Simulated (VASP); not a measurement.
# Sc (P6_3/mmc) in VASP: further runs

Sc is run at these levels: LDA; tasks: single point.

All numbers are computed with VASP 6.6.1; they aren't measurements. Logs are shortened: lines on timing, memory, paths and dates and some standing lists are left out, and cuts for length are marked.

## Step 1: The cell of the first run

The structure is hexagonal, space group P6_3/mmc (No. 194). The conventional cell has a = 3.228 Å, b = 3.228 Å, c = 4.989 Å, α = 90.00°, β = 90.00°, γ = 120.00°. Within 4.1 Å of Sc (site symmetry -6m2) lie 12 Sc at 3.11 to 3.23 Å.

## Step 2: Single point, LDA, collinear spin

Contents of INCAR:

```
PREC = Accurate
ENCUT = 520
EDIFF = 1E-7
ISMEAR = -1
SIGMA = 0.05
LREAL = False
LASPH = True
NELM = 150
ALGO = Normal
ISIF = 2
LWAVE = False
LCHARG = False
ISPIN = 2
MAGMOM = 1 1
LORBIT = 11
LMAXMIX = 4
GGA = CA
NBANDS = 22
```

Contents of KPOINTS:

```
Automatic mesh
0
Gamma
  11 11 6
```

Contents of POSCAR:

```
Sc
1.0
    3.2280843683      0.0000000000      0.0000000000
   -1.6140421842      2.7956030685      0.0000000000
    0.0000000000      0.0000000000      4.9887837300
Sc
2
Direct
    0.3333333333      0.6666666667      0.2500000000
    0.6666666667      0.3333333333      0.7500000000
```

Potentials or basis: VASP PAW LDA potentials, release 64 (Sc_sv).

Started as:

```console
cat potpaw_LDA.64/Sc_sv/POTCAR > POTCAR
mpirun -np 1 vasp_std > vasp.out
```

OUTCAR:

```text
PREC = Accurate
   ENCUT = 520
   EDIFF = 1E-7
   ISMEAR = -1
   LREAL = False
   LASPH = True
   NELM = 150
   ISIF = 2
   ISPIN = 2
   LORBIT = 11
   GGA = CA

 ion  position               nearest neighbor table
   1  0.333  0.667  0.250-   2 3.11   2 3.11   2 3.11   2 3.11   2 3.11   2 3.11
   2  0.667  0.333  0.750-   1 3.11   1 3.11   1 3.11   1 3.11   1 3.11   1 3.11

  LATTYP: Found a hexagonal cell.
 ALAT       =     3.2280843683
 C/A-ratio  =     1.5454316433

  Lattice vectors:

 A1 = (   3.2280843683,   0.0000000000,   0.0000000000)
 A2 = (  -1.6140421842,   2.7956030685,   0.0000000000)
 A3 = (   0.0000000000,   0.0000000000,   4.9887837300)

Analysis of symmetry for initial positions (statically):
=====================================================================
 Subroutine PRICEL returns:
 Original cell was already a primitive cell.

 Routine SETGRP: Setting up the symmetry group for a
 hexagonal supercell.

 Subroutine GETGRP returns: Found 24 space group operations
 (whereof 12 operations were pure point group operations)
 out of a pool of 24 trial point group operations.

The static configuration has the point symmetry D_3d.
 The point group associated with its full space group is D_6h.

Analysis of symmetry for dynamics (positions and initial velocities):
=====================================================================
 Subroutine PRICEL returns:
 Original cell was already a primitive cell.

 Routine SETGRP: Setting up the symmetry group for a
 hexagonal supercell.

 Subroutine GETGRP returns: Found 24 space group operations
 (whereof 12 operations were pure point group operations)
 out of a pool of 24 trial point group operations.

The dynamic configuration has the point symmetry D_3d.
 The point group associated with its full space group is D_6h.

Analysis of structural, dynamic, and magnetic symmetry:
=====================================================================
 Subroutine PRICEL returns:
 Original cell was already a primitive cell.

 Routine SETGRP: Setting up the symmetry group for a
 hexagonal supercell.

 Subroutine GETGRP returns: Found 24 space group operations
 (whereof 12 operations were pure point group operations)
 out of a pool of 24 trial point group operations.

The overall configuration has the point symmetry D_3d.
 The point group associated with its full space group is D_6h.

 Subroutine INISYM returns: Found 24 space group operations
 (whereof 12 operations are pure point group operations),
 and found     1 'primitive' translations

----------------------------------------------------------------------------------------

                                     Primitive cell

  volume of cell :      45.0210

  direct lattice vectors                    reciprocal lattice vectors
     3.228084368  0.000000000  0.000000000     0.309781247  0.178852286  0.000000000
    -1.614042184  2.795603069  0.000000000     0.000000000  0.357704572  0.000000000
     0.000000000  0.000000000  4.988783730     0.000000000  0.000000000  0.200449660

  length of vectors
     3.228084368  3.228084368  4.988783730     0.357704572  0.357704572  0.200449660

  position of ions in fractional coordinates (direct lattice)
     0.333333333  0.666666667  0.250000000
     0.666666667  0.333333333  0.750000000

  ion indices of the primitive-cell ions
   primitive index   ion index
                 1           1
                 2           2

----------------------------------------------------------------------------------------

 KPOINTS: Automatic mesh

Automatic generation of k-mesh.
 Grid dimensions read from file:
 generate k-points for:   11   11    6

 Generating k-lattice:

  Cartesian coordinates                     Fractional coordinates (reciprocal lattice)
     0.028161932  0.016259299  0.000000000     0.090909091 -0.000000000  0.000000000
     0.000000000  0.032518597  0.000000000     0.000000000  0.090909091  0.000000000
     0.000000000  0.000000000  0.033408277     0.000000000  0.000000000  0.166666667

  Length of vectors
     0.032518597  0.032518597  0.033408277

  Shift w.r.t. Gamma in fractional coordinates (k-lattice)
     0.000000000  0.000000000  0.000000000

 Subroutine IBZKPT returns following result:
 ===========================================

 Found     64 irreducible k-points:

 Following reciprocal coordinates:
            Coordinates               Weight
  0.000000  0.000000  0.000000      1.000000
  0.090909  0.000000  0.000000      6.000000
  0.181818  0.000000  0.000000      6.000000
  0.272727  0.000000  0.000000      6.000000
  0.363636  0.000000  0.000000      6.000000
  0.454545  0.000000  0.000000      6.000000
[... 16 lines left out ...]
  0.090909  0.090909  0.166667     12.000000
  0.181818  0.090909  0.166667     24.000000
 [... further k-points ...]
   k-points           NKPTS =     64   k-points in BZ     NKDIM =     64   number of bands    NBANDS=     22
   number of dos      NEDOS =    301   number of ions     NIONS =      2
   total plane-waves  NPLWV =  23040
   dimension x,y,z NGX =    24 NGY =   24 NGZ =   40
   dimension x,y,z NGXF=    48 NGYF=   48 NGZF=   80
   ions per type =               2
   NGX,Y,Z   is equivalent  to a cutoff of  12.36, 12.36, 13.33 a.u.
   NGXF,Y,Z  is equivalent  to a cutoff of  24.72, 24.72, 26.66 a.u.
 SYSTEM =  unknown system
   PREC   = accura    normal or accurate (medium, high low for compatibility)
   ISTART =      0    job   : 0-new  1-cont  2-samecut
   ICHARG =      2    charge: 1-file 2-atom 10-const
   ISPIN  =      2    spin polarized calculation?
   LNONCOLLINEAR =      F non collinear calculations
   LSORBIT =      F    spin-orbit coupling
   LASPH  =      T    aspherical Exc in radial PAW
   ENCUT  =  520.0 eV  38.22 Ry    6.18 a.u.   6.00  6.00  9.28*2*pi/ulx,y,z
   NELM   =    150;   NELMIN=  2; NELMDL= -5     # of ELM steps
   EDIFF  = 0.1E-06   stopping-criterion for ELM
   LREAL  =      F    real-space projection
   EDIFFG = 0.1E-05   stopping-criterion for IOM
   NSW    =      0    number of steps for IOM
   IBRION =     -1    ionic relax: 0-MD 1-quasi-New 2-CG
   NFREE  =      0    steps in history (QN), initial steepest desc. (CG)
   ISIF   =      2    stress and relaxation
   ISYM   =      2    0-nonsym 1-usesym 2-fastsym
   POTIM  = 0.5000    time-step for ionic-motion
   TEBEG  =    0.0;   TEEND  =   0.0 temperature during run
   PSTRESS=    0.0 pullay stress
   NELECT =      22.0000    total number of electrons
   NUPDOWN=      -1.0000    fix difference up-down
   EMIN   =  10.00;   EMAX   =-10.00  energy-range for DOS
   EFERMI =   0.00;   METHOD = LEGACY
   ISMEAR =    -1;   SIGMA  =   0.05  broadening in eV -4-tet -1-fermi 0-gaus
   EFERMI_NEDOS =   21; number of points for ismear=-14 and -15
   IALGO  =     38    algorithm
   IMIX   =      4    mixing-type and parameters
     AMIX     =   0.40;   BMIX     =  1.00
     AMIX_MAG =   1.60;   BMIX_MAG =  1.00
  volume/ion in A,a.u.               =      22.51       151.91
  Fermi-wavevector in a.u.,A,eV,Ry     =   1.289468  2.436742 22.622798  1.662729
  Thomas-Fermi vector in A             =   2.421359
   LORBIT       =     11    0 simple, 1 ext, 2 COOP (PROOUT), +10 PAW based schemes
   GGA     = CA    functional components
   LHFCALC =     F    Hartree Fock is set to
   AEXX    =    0.0000 exact exchange contribution
   IVDW    =     0    specifies the selected vdW correction
   LEPSILON=     F    determine dielectric tensor
   LRPA    =     F    only Hartree local field effects (RPA)
 spin polarized calculation
  energy-cutoff  :      520.00
  volume of cell :       45.02
 maximum number of plane-waves:      1228
   NGX = 13   NGY = 13   NGZ = 19

 number of electron      21.9999998 magnetization       0.0035537

 number of electron      21.9999998 magnetization      -0.0002612

 Free energy of the ion-electron system (eV)
  ---------------------------------------------------
  ext. energy  EPLUGINS =         0.00000000
  ---------------------------------------------------
  free energy    TOTEN  =       -13.46494668 eV

  energy without entropy =      -13.43646221  energy(sigma->0) =      -13.45070445

 E-fermi :   4.0011     XC(G=0): -10.5227

 val. band max:        3.9790636535   @ k =   0.4545   0.0909   0.3333
 cond. band min:       4.0159676034   @ k =   0.4545   0.0000   0.3333
 fundamental gap:      0.0369039500
 Fermi energy:         4.0010570618

 spin component 1

 k-point     1 :       0.0000    0.0000    0.0000
  band No.  band energies     occupation
      1     -44.5883      1.00000
      2     -44.4745      1.00000
      3     -23.8589      1.00000
      4     -23.3787      1.00000
      5     -23.3787      1.00000
      6     -23.2837      1.00000
[... 14 lines left out ...]
     21      11.9404      0.00000
     22      16.5463      0.00000
[... 552 lines left out ...]
  band No.  band energies     occupation
      1     -44.5458      1.00000
      2     -44.4708      1.00000
      3     -23.7485      1.00000
      4     -23.5180      1.00000
      5     -23.4912      1.00000
      6     -23.4201      1.00000
[... 14 lines left out ...]
     21      12.7636      0.00000
     22      14.5795      0.00000

 [... further k-points ...]

 spin component 2

 k-point     1 :       0.0000    0.0000    0.0000
  band No.  band energies     occupation
      1     -44.5883      1.00000
      2     -44.4746      1.00000
      3     -23.8590      1.00000
      4     -23.3788      1.00000
      5     -23.3788      1.00000
      6     -23.2838      1.00000
[... 14 lines left out ...]
     21      11.9403      0.00000
     22      16.5462      0.00000
[... 552 lines left out ...]
  band No.  band energies     occupation
      1     -44.5459      1.00000
      2     -44.4709      1.00000
      3     -23.7485      1.00000
      4     -23.5180      1.00000
      5     -23.4913      1.00000
      6     -23.4202      1.00000
[... 14 lines left out ...]
     21      12.7635      0.00000
     22      14.5795      0.00000

 [... further k-points ...]

------------------------ aborting loop because EDIFF is reached ----------------------------------------

  FORCE on cell =-STRESS in cart. coord.  units (eV):
  Direction    XX          YY          ZZ          XY          YZ          ZX
  --------------------------------------------------------------------------------------
  -------------------------------------------------------------------------------------
  Total        0.0263509      0.0263509      0.0259529     -0.0000000      0.0000000     -0.0000000
  in kB        0.9377591      0.9377591      0.9235963     -0.0000000      0.0000000     -0.0000000
  external PRESSURE =       0.9330381 kB  Pullay stress =       0.0000000 kB

 VOLUME and BASIS-vectors are now :
 -----------------------------------------------------------------------------
  energy-cutoff  :      520.00
  volume of cell :       45.02
      direct lattice vectors                 reciprocal lattice vectors
     3.228084368  0.000000000  0.000000000     0.309781247  0.178852286  0.000000000
    -1.614042184  2.795603069  0.000000000     0.000000000  0.357704572  0.000000000
     0.000000000  0.000000000  4.988783730     0.000000000  0.000000000  0.200449660

 POSITION                                       TOTAL-FORCE (eV/Angst)
 -----------------------------------------------------------------------------------
     -0.00000      1.86374      1.24720         0.000000      0.000000      0.000000
      1.61404      0.93187      3.74159        -0.000000     -0.000000      0.000000
 -----------------------------------------------------------------------------------
    total drift:                               -0.000000      0.000000     -0.000000

  FREE ENERGIE OF THE ION-ELECTRON SYSTEM (eV)
  ---------------------------------------------------
  free  energy   TOTEN  =       -13.4649466808 eV

  energy  without entropy=      -13.4364622141  energy(sigma->0) =      -13.45070445

 total charge

# of ion       s       p       d       tot
------------------------------------------
    1        2.298   6.111   1.096   9.506
    2        2.298   6.111   1.096   9.506
--------------------------------------------------
tot          4.597  12.223   2.192  19.012

 magnetization (x)

# of ion       s       p       d       tot
------------------------------------------
    1       -0.000  -0.000  -0.000  -0.000
    2       -0.000  -0.000  -0.000  -0.000
--------------------------------------------------
tot         -0.000  -0.000  -0.000  -0.000
```

Wall time 68 s (1 thread of Intel Xeon Platinum 8488C (Sapphire Rapids), shared host); peak memory 0.2 GiB.

What came out:

- Free energy: -13.4649 eV
- Pressure: 0.1 GPa
- Band gap on the k mesh: zero (filled and empty bands overlap)
- Net moment: 0.00 μB per cell
- Valence electrons inside the program's atomic spheres: Sc 9.51

Levels at points of the mesh, in eV from the Fermi level:
Spin up:
```csv
k point,band 8,band 9,band 10,band 11,band 12,band 13,band 14,band 15
"(0.00, 0.00, 0.00)",-27.24,-5.23,-1.76,1.00,1.63,1.63,1.99,2.16
"(0.00, 0.00, 0.50)",-27.33,-3.56,-3.56,1.04,1.04,1.53,1.53,1.53
```
Spin down:
```csv
k point,band 7,band 8,band 9,band 10,band 11,band 12,band 13,band 14,band 15,band 16
"(0.00, 0.00, 0.00)",-27.28,-27.24,-5.23,-1.76,1.00,1.63,1.63,1.99,2.16,2.16
"(0.00, 0.00, 0.50)",-27.33,-27.33,-3.56,-3.56,1.04,1.04,1.53,1.53,1.53,1.53
```

## Step 3: Single point, LDA, collinear spin (19.81 Å³/atom)

This run uses another cell than the first one, of 19.81 Å³/atom.

Contents of INCAR:

```
SYSTEM = Sc
  PREC = Accurate
  ENCUT = 520
  EDIFF = 1E-7
  ISMEAR = -1
  SIGMA = 0.05
  LREAL = .FALSE.
  LASPH = .TRUE.
  NELM = 150
  ALGO = Normal
  ISIF = 2
  LWAVE = .FALSE.
  LCHARG = .FALSE.
  ISPIN = 2
  MAGMOM = 1 1
  LORBIT = 11
  LMAXMIX = 4
  GGA = CA
  NBANDS = 22
```

Contents of KPOINTS:

```
Automatic mesh
0
G
  18 18 11
  0 0 0
```

Contents of POSCAR:

```
Sc
1.0
    3.0934215085      0.0000000000      0.0000000000
   -1.5467107543      2.6789816110      0.0000000000
    0.0000000000      0.0000000000      4.7806714853
Sc
2
Direct
    0.3333333333      0.6666666667      0.2500000000
    0.6666666667      0.3333333333      0.7500000000
```

Potentials or basis: VASP PAW LDA potentials, release 64 (Sc_sv).

Started as:

```console
cat potpaw_LDA.64/Sc_sv/POTCAR > POTCAR
mpirun -np 1 vasp_std > vasp.out
```

Wall time 3.7 min (1 thread of Intel Xeon Platinum 8488C (Sapphire Rapids), shared host); peak memory 0.34 GiB.

Results (log left out):

- Free energy: -13.3062 eV
- Pressure: 9.9 GPa
- Band gap on the k mesh: zero (filled and empty bands overlap)
- Net moment: 0.00 μB per cell
- Valence electrons inside the program's atomic spheres: Sc 9.67

Stress tensor (GPa, compression positive):
```
10.05  0.00  0.00
 0.00 10.05  0.00
 0.00  0.00  9.60
```

Levels at points of the mesh, in eV from the Fermi level:
Spin up:
```tsv
k point	band 7	band 8	band 9	band 10	band 11	band 12	band 13	band 14	band 15	band 16
(0.00, 0.00, 0.00)	-26.87	-26.81	-5.39	-1.97	1.44	1.77	1.77	2.19	2.39	2.39
(0.50, 0.00, 0.00)	-27.05	-26.95	-1.68	-1.43	-1.01	-0.06	1.41	1.66	2.31	4.64
```
Spin down:
```tsv
k point	band 7	band 8	band 9	band 10	band 11	band 12	band 13	band 14	band 15	band 16
(0.00, 0.00, 0.00)	-26.87	-26.81	-5.39	-1.97	1.44	1.77	1.77	2.19	2.39	2.39
(0.50, 0.00, 0.00)	-27.05	-26.95	-1.68	-1.43	-1.01	-0.06	1.41	1.66	2.31	4.64
```

Caveat: the cell stands under pressure.

The gap in the log of VASP goes by the Fermi energy; the results here count the filled bands.